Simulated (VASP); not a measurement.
# MgI2 (P-3m1) in VASP: a series of runs

The runs below take MgI2 through single point, with PBEsol.

Everything below comes from runs of VASP 6.6.1. Logs are shortened: lines on timing, memory, paths and dates and some standing lists are left out, and cuts for length are marked.

## 1. The cell of the first run

The structure is trigonal, space group P-3m1 (No. 164). The conventional cell has a = 4.029 Å, b = 4.029 Å, c = 6.656 Å, α = 90.00°, β = 90.00°, γ = 120.00°. Mg (site symmetry -3m) has 6 I at 2.83 Å within 3.7 Å. I (site symmetry 3m) has 3 Mg at 2.83 Å within 3.7 Å.

## 2. Single point, PBEsol (strain -0.030 along x and y, -0.030 along z)

The input, INCAR:

```
SYSTEM = MgI2
PREC = Accurate ; ENCUT = 520
EDIFF = 1E-7 ; ISMEAR = 0
SIGMA = 0.05 ; LREAL = .False.
LASPH = .True. ; NELM = 80
ALGO = Normal ; ISIF = 2
LWAVE = .False. ; LCHARG = .False.
GGA = PS ; NBANDS = 15
```

The input, KPOINTS:

```
Automatic mesh
0
Gamma
  6 6 4
  0 0 0
```

The input, POSCAR:

```
MgI2
1.0
    4.0290891177      0.0000000000      0.0000000000
   -2.0145445589      3.4892935301      0.0000000000
    0.0000000000      0.0000000000      6.6561400000
Mg I
1 2
Direct
    0.0000000000      0.0000000000      0.0000000000
    0.3333333333      0.6666666667      0.7576300000
    0.6666666667      0.3333333333      0.2423700000
```

Potentials or basis: VASP PAW PBE potentials, release 64 (Mg, I).

On the command line:

```sh
cat potpaw_PBE.64/Mg/POTCAR potpaw_PBE.64/I/POTCAR > POTCAR
mpirun -np 1 vasp_std > vasp.out
```

OUTCAR:

```text
SYSTEM = MgI2
   PREC = Accurate
   ENCUT = 520
   EDIFF = 1E-7
   ISMEAR = 0
   LREAL = .False.
   LASPH = .True.
   NELM = 80
   ISIF = 2
   GGA = PS

 ion  position               nearest neighbor table
   1  0.000  0.000  0.000-   2 2.83   3 2.83   3 2.83   2 2.83   3 2.83   2 2.83
   2  0.333  0.667  0.758-   1 2.83   1 2.83   1 2.83
   3  0.667  0.333  0.242-   1 2.83   1 2.83   1 2.83

  LATTYP: Found a hexagonal cell.
 ALAT       =     4.0290891177
 C/A-ratio  =     1.6520210414

  Lattice vectors:

 A1 = (   4.0290891177,   0.0000000000,   0.0000000000)
 A2 = (  -2.0145445589,   3.4892935301,   0.0000000000)
 A3 = (   0.0000000000,   0.0000000000,   6.6561400000)

Analysis of symmetry for initial positions (statically):
=====================================================================
 Subroutine PRICEL returns:
 Original cell was already a primitive cell.

 Routine SETGRP: Setting up the symmetry group for a
 hexagonal supercell.

 Subroutine GETGRP returns: Found 12 space group operations
 (whereof 12 operations were pure point group operations)
 out of a pool of 24 trial point group operations.

The static configuration has the point symmetry D_3d.

Analysis of symmetry for dynamics (positions and initial velocities):
=====================================================================
 Subroutine PRICEL returns:
 Original cell was already a primitive cell.

 Routine SETGRP: Setting up the symmetry group for a
 hexagonal supercell.

 Subroutine GETGRP returns: Found 12 space group operations
 (whereof 12 operations were pure point group operations)
 out of a pool of 24 trial point group operations.

The dynamic configuration has the point symmetry D_3d.

 Subroutine INISYM returns: Found 12 space group operations
 (whereof 12 operations are pure point group operations),
 and found     1 'primitive' translations

----------------------------------------------------------------------------------------

                                     Primitive cell

  volume of cell :      93.5765

  direct lattice vectors                    reciprocal lattice vectors
     4.029089118  0.000000000  0.000000000     0.248195056  0.143295483  0.000000000
    -2.014544559  3.489293530  0.000000000     0.000000000  0.286590965  0.000000000
     0.000000000  0.000000000  6.656140000     0.000000000  0.000000000  0.150237225

  length of vectors
     4.029089118  4.029089118  6.656140000     0.286590965  0.286590965  0.150237225

  position of ions in fractional coordinates (direct lattice)
     0.000000000  0.000000000  0.000000000
     0.333333333  0.666666667  0.757630000
     0.666666667  0.333333333  0.242370000

  ion indices of the primitive-cell ions
   primitive index   ion index
                 1           1
                 2           2
                 3           3

----------------------------------------------------------------------------------------

 KPOINTS: Automatic mesh

Automatic generation of k-mesh.
 Grid dimensions read from file:
 generate k-points for:    6    6    4

 Generating k-lattice:

  Cartesian coordinates                     Fractional coordinates (reciprocal lattice)
     0.041365843  0.023882580  0.000000000     0.166666667  0.000000000  0.000000000
     0.000000000  0.047765161  0.000000000     0.000000000  0.166666667  0.000000000
     0.000000000  0.000000000  0.037559306     0.000000000  0.000000000  0.250000000

  Length of vectors
     0.047765161  0.047765161  0.037559306

  Shift w.r.t. Gamma in fractional coordinates (k-lattice)
     0.000000000  0.000000000  0.000000000

 Subroutine IBZKPT returns following result:
 ===========================================

 Found     24 irreducible k-points:

 Following reciprocal coordinates:
            Coordinates               Weight
  0.000000  0.000000  0.000000      1.000000
  0.166667 -0.000000  0.000000      6.000000
  0.333333  0.000000  0.000000      6.000000
  0.500000  0.000000  0.000000      3.000000
  0.166667  0.166667  0.000000      6.000000
  0.333333  0.166667  0.000000     12.000000
[... 16 lines left out ...]
  0.333333  0.166667  0.500000     12.000000
  0.333333  0.333333  0.500000      2.000000
   k-points           NKPTS =     24   k-points in BZ     NKDIM =     24   number of bands    NBANDS=     15
   number of dos      NEDOS =    301   number of ions     NIONS =      3
   total plane-waves  NPLWV =  45000
   dimension x,y,z NGX =    30 NGY =   30 NGZ =   50
   dimension x,y,z NGXF=    60 NGYF=   60 NGZF=  100
   ions per type =               1   2
   NGX,Y,Z   is equivalent  to a cutoff of  12.38, 12.38, 12.49 a.u.
   NGXF,Y,Z  is equivalent  to a cutoff of  24.76, 24.76, 24.98 a.u.
 SYSTEM =  MgI2
   PREC   = accura    normal or accurate (medium, high low for compatibility)
   ISTART =      0    job   : 0-new  1-cont  2-samecut
   ICHARG =      2    charge: 1-file 2-atom 10-const
   ISPIN  =      1    spin polarized calculation?
   LNONCOLLINEAR =      F non collinear calculations
   LSORBIT =      F    spin-orbit coupling
   LASPH  =      T    aspherical Exc in radial PAW
   ENCUT  =  520.0 eV  38.22 Ry    6.18 a.u.   7.49  7.49 12.38*2*pi/ulx,y,z
   NELM   =     80;   NELMIN=  2; NELMDL= -5     # of ELM steps
   EDIFF  = 0.1E-06   stopping-criterion for ELM
   LREAL  =      F    real-space projection
   EDIFFG = 0.1E-05   stopping-criterion for IOM
   NSW    =      0    number of steps for IOM
   IBRION =     -1    ionic relax: 0-MD 1-quasi-New 2-CG
   NFREE  =      0    steps in history (QN), initial steepest desc. (CG)
   ISIF   =      2    stress and relaxation
   ISYM   =      2    0-nonsym 1-usesym 2-fastsym
   POTIM  = 0.5000    time-step for ionic-motion
   TEBEG  =    0.0;   TEEND  =   0.0 temperature during run
   PSTRESS=    0.0 pullay stress
   NELECT =      16.0000    total number of electrons
   NUPDOWN=      -1.0000    fix difference up-down
   EMIN   =  10.00;   EMAX   =-10.00  energy-range for DOS
   EFERMI =   0.00;   METHOD = LEGACY
   ISMEAR =     0;   SIGMA  =   0.05  broadening in eV -4-tet -1-fermi 0-gaus
   EFERMI_NEDOS =   21; number of points for ismear=-14 and -15
   IALGO  =     38    algorithm
   IMIX   =      4    mixing-type and parameters
     AMIX     =   0.40;   BMIX     =  1.00
     AMIX_MAG =   1.60;   BMIX_MAG =  1.00
  volume/ion in A,a.u.               =      31.19       210.50
  Fermi-wavevector in a.u.,A,eV,Ry     =   0.908641  1.717083 11.233369  0.825629
  Thomas-Fermi vector in A             =   2.032592
   LORBIT       =      0    0 simple, 1 ext, 2 COOP (PROOUT), +10 PAW based schemes
   GGA     = PS    functional components
   LHFCALC =     F    Hartree Fock is set to
   AEXX    =    0.0000 exact exchange contribution
   IVDW    =     0    specifies the selected vdW correction
   LEPSILON=     F    determine dielectric tensor
   LRPA    =     F    only Hartree local field effects (RPA)
 non-spin polarized calculation
 Gauss-broadening in eV      SIGMA  =   0.05
  energy-cutoff  :      520.00
  volume of cell :       93.58
 maximum number of plane-waves:      2547
 NGX is ok and might be reduce to    30
   NGX = 15   NGY = 15   NGZ = 25

 number of electron      15.9999999 magnetization

 Free energy of the ion-electron system (eV)
  ---------------------------------------------------
  ext. energy  EPLUGINS =         0.00000000
  ---------------------------------------------------
  free energy    TOTEN  =        -8.34434546 eV

  energy without entropy =       -8.34434546  energy(sigma->0) =       -8.34434546

 E-fermi :   3.3817     XC(G=0):  -8.7590

 val. band max:        3.1449455370   @ k =   0.0000   0.0000   0.0000
 cond. band min:       6.6107101021   @ k =   0.5000   0.0000   0.2500
 fundamental gap:      3.4657645651
 Fermi energy:         3.3817459032

 k-point     1 :       0.0000    0.0000    0.0000
  band No.  band energies     occupation
      1      -9.4488      2.00000
      2      -8.5380      2.00000
      3      -0.9256      2.00000
      4       2.5703      2.00000
      5       2.5703      2.00000
      6       3.0439      2.00000
      7       3.0439      2.00000
      8       3.1449      2.00000
      9       7.1010      0.00000
     10       7.7667      0.00000
     11       9.8345      0.00000
     12       9.8345      0.00000
     13      10.4224      0.00000
     14      11.1685      0.00000
     15      11.1685      0.00000

 k-point     2 :       0.1667   -0.0000    0.0000
  band No.  band energies     occupation
      1      -9.2746      2.00000
      2      -8.4470      2.00000
      3      -0.6982      2.00000
      4       1.4087      2.00000
      5       2.0356      2.00000
      6       2.2058      2.00000
      7       2.9730      2.00000
      8       3.0232      2.00000
      9       8.0242      0.00000
     10       8.4536      0.00000
     11       9.3694      0.00000
     12      10.2213      0.00000
     13      10.2753      0.00000
     14      11.0097      0.00000
     15      11.5650      0.00000

 k-point     3 :       0.3333    0.0000    0.0000
  band No.  band energies     occupation
      1      -8.8497      2.00000
      2      -8.2863      2.00000
      3      -0.4569      2.00000
      4       0.0698      2.00000
      5       0.7965      2.00000
      6       1.6962      2.00000
      7       2.5424      2.00000
      8       2.7147      2.00000
      9       7.1350      0.00000
     10       8.5556      0.00000
     11       8.8906      0.00000
     12      10.2631      0.00000
     13      10.9589      0.00000
     14      11.9484      0.00000
     15      12.2823      0.00000

 k-point     4 :       0.5000    0.0000    0.0000
  band No.  band energies     occupation
      1      -8.5416      2.00000
      2      -8.2674      2.00000
      3      -0.9838      2.00000
      4      -0.1519      2.00000
      5       0.9101      2.00000
      6       1.4904      2.00000
      7       1.9994      2.00000
      8       2.5778      2.00000
      9       6.6857      0.00000
     10       8.3609      0.00000
     11       8.4198      0.00000
     12      10.0848      0.00000
     13      11.3964      0.00000
     14      12.7125      0.00000
     15      12.9895      0.00000
[... 307 lines left out ...]
 k-point    22 :       0.1667    0.1667    0.5000
  band No.  band energies     occupation
      1      -8.8220      2.00000
      2      -8.5029      2.00000
      3      -0.2020      2.00000
      4       0.3249      2.00000
      5       1.3422      2.00000
      6       1.8831      2.00000
      7       2.1980      2.00000
      8       2.3338      2.00000
      9       7.9842      0.00000
     10       8.8783      0.00000
     11       9.7289      0.00000
     12      10.2579      0.00000
     13      10.4204      0.00000
     14      10.5767      0.00000
     15      11.7895      0.00000

 k-point    23 :       0.3333    0.1667    0.5000
  band No.  band energies     occupation
      1      -8.4811      2.00000
      2      -8.3315      2.00000
      3      -0.7910      2.00000
      4      -0.3474      2.00000
      5       0.8343      2.00000
      6       1.2932      2.00000
      7       2.2762      2.00000
      8       2.4243      2.00000
      9       7.5816      0.00000
     10       8.5360      0.00000
     11       9.2472      0.00000
     12       9.9773      0.00000
     13      10.2465      0.00000
     14      11.2894      0.00000
     15      12.3629      0.00000

 k-point    24 :       0.3333    0.3333    0.5000
  band No.  band energies     occupation
      1      -8.3160      2.00000
      2      -8.3160      2.00000
      3      -0.4822      2.00000
      4      -0.1358      2.00000
      5      -0.1358      2.00000
      6       0.5099      2.00000
      7       2.4745      2.00000
      8       2.4745      2.00000
      9       8.2477      0.00000
     10       8.7547      0.00000
     11       8.7547      0.00000
     12      10.2646      0.00000
     13      11.6785      0.00000
     14      11.6836      0.00000
     15      11.9406      0.00000

------------------------ aborting loop because EDIFF is reached ----------------------------------------

  FORCE on cell =-STRESS in cart. coord.  units (eV):
  Direction    XX          YY          ZZ          XY          YZ          ZX
  --------------------------------------------------------------------------------------
  -------------------------------------------------------------------------------------
  Total        1.7939940      1.7939940      1.9382139     -0.0000000      0.0000000     -0.0000000
  in kB       30.7160053     30.7160053     33.1852783     -0.0000000      0.0000000     -0.0000000
  external PRESSURE =      31.5390963 kB  Pullay stress =       0.0000000 kB

 VOLUME and BASIS-vectors are now :
 -----------------------------------------------------------------------------
  energy-cutoff  :      520.00
  volume of cell :       93.58
      direct lattice vectors                 reciprocal lattice vectors
     4.029089118  0.000000000  0.000000000     0.248195056  0.143295483  0.000000000
    -2.014544559  3.489293530  0.000000000     0.000000000  0.286590965  0.000000000
     0.000000000  0.000000000  6.656140000     0.000000000  0.000000000  0.150237225

 POSITION                                       TOTAL-FORCE (eV/Angst)
 -----------------------------------------------------------------------------------
      0.00000      0.00000      0.00000        -0.000000      0.000000      0.000000
     -0.00000      2.32620      5.04289        -0.000000      0.000000     -0.457634
      2.01454      1.16310      1.61325         0.000000      0.000000      0.457634
 -----------------------------------------------------------------------------------
    total drift:                                0.000000     -0.000000     -0.000000

  FREE ENERGIE OF THE ION-ELECTRON SYSTEM (eV)
  ---------------------------------------------------
  free  energy   TOTEN  =        -8.3443454646 eV

  energy  without entropy=       -8.3443454646  energy(sigma->0) =       -8.34434546
```

Run time: 17 s. Hardware: 1 thread of Intel Xeon Platinum 8559C (Emerald Rapids), shared host; peak memory 0.21 GiB.

Results:

```yaml
Free_energy: -8.3443 eV
Pressure: 3.2 GPa
Largest_force: 0.458 eV/Å
Band_gap_on_the_k_mesh: 3.47 eV, indirect (least direct gap 3.96 eV)
```

Forces on the atoms (eV/Å):
```
Mg   0.000  0.000  0.000
I    0.000  0.000 -0.458
I    0.000  0.000  0.458
```

Stress tensor (GPa, compression positive):
```
3.07 0.00 0.00
0.00 3.07 0.00
0.00 0.00 3.32
```

Levels at points of the mesh, in eV from the valence-band top:
```tsv
k point	band 5	band 6	band 7	band 8	band 9	band 10	band 11	band 12
(0.00, 0.00, 0.00)	-0.57	-0.10	-0.10	0.00	3.96	4.62	6.69	6.69
(0.50, 0.00, 0.00)	-2.23	-1.65	-1.15	-0.57	3.54	5.22	5.27	6.94
(0.00, 0.00, 0.50)	-0.46	-0.46	-0.22	-0.22	4.78	4.91	6.48	6.48
(0.50, 0.00, 0.50)	-1.45	-1.33	-1.00	-0.86	3.54	5.01	5.34	5.85
```

Caveat: the cell differs from its parent crystal (strain -0.030 along x and y, -0.030 along z); the PAW data sets were made with another functional, which shifts forces and pressure a little; spin-orbit coupling is left out, which moves the levels of the heavy elements; this functional lacks dispersion, which binds the layers, so the pressure and a relaxed spacing across them are unreliable.

## 3. Single point, PBEsol (strain -0.030 along x and y, -0.015 along z)

The input, INCAR:

```
ALGO = Normal
EDIFF = 1E-6
ENCUT = 520
GGA = PS
ISIF = 2
ISMEAR = 0
LASPH = T
LCHARG = F
LREAL = F
LWAVE = F
NBANDS = 15
NELM = 60
PREC = Accurate
SIGMA = 0.05
```

The input, KPOINTS:

```
k-points
0
Gamma
  6 6 4
```

POSCAR, as its differences from that of step 2:

```diff
@@ -4,3 +4,3 @@
    -2.0145445589      3.4892935301      0.0000000000
-    0.0000000000      0.0000000000      6.6561400000
+    0.0000000000      0.0000000000      6.7590700000
 Mg I
```

Potentials or basis: VASP PAW PBE potentials, release 64 (Mg, I).

On the command line:

```sh
cat potpaw_PBE.64/Mg/POTCAR potpaw_PBE.64/I/POTCAR > POTCAR
mpirun -np 1 vasp_std > vasp.out
```

It took 16 s on 1 thread of Intel Xeon Platinum 8559C (Emerald Rapids), shared host; peak memory 0.2 GiB.

The run converged. Its results:

* Free energy: -8.3700 eV
* Pressure: 2.5 GPa
* Largest force: 0.325 eV/Å
* Band gap on the k mesh: 3.53 eV, indirect (least direct gap 3.97 eV)

Forces in eV/Å, atoms in the order of the input:
```
Mg   0.000  0.000  0.000
I    0.000  0.000 -0.325
I    0.000  0.000  0.325
```

Stress tensor (GPa, compression positive):
```
2.59 0.00 0.00
0.00 2.59 0.00
0.00 0.00 2.36
```

Levels at points of the mesh, in eV from the valence-band top:
```tsv
k point	band 4	band 5	band 6	band 7	band 8	band 9	band 10	band 11	band 12	band 13
(0.00, 0.00, 0.00)	-0.44	-0.44	-0.02	0.00	0.00	3.97	4.75	6.80	6.80	7.25
(0.50, 0.00, 0.00)	-3.20	-2.13	-1.50	-1.07	-0.49	3.63	5.27	5.30	7.02	8.09
(0.00, 0.00, 0.50)	-1.71	-0.33	-0.33	-0.11	-0.11	4.88	4.97	6.61	6.61	7.77
(0.50, 0.00, 0.50)	-3.62	-1.32	-1.29	-0.94	-0.76	3.58	5.05	5.38	5.89	7.92
```

Caveat: the cell differs from its parent crystal (strain -0.030 along x and y, -0.015 along z); the PAW data sets were made with another functional, which shifts forces and pressure a little; spin-orbit coupling is left out, which moves the levels of the heavy elements; this functional lacks dispersion, which binds the layers, so the pressure and a relaxed spacing across them are unreliable.
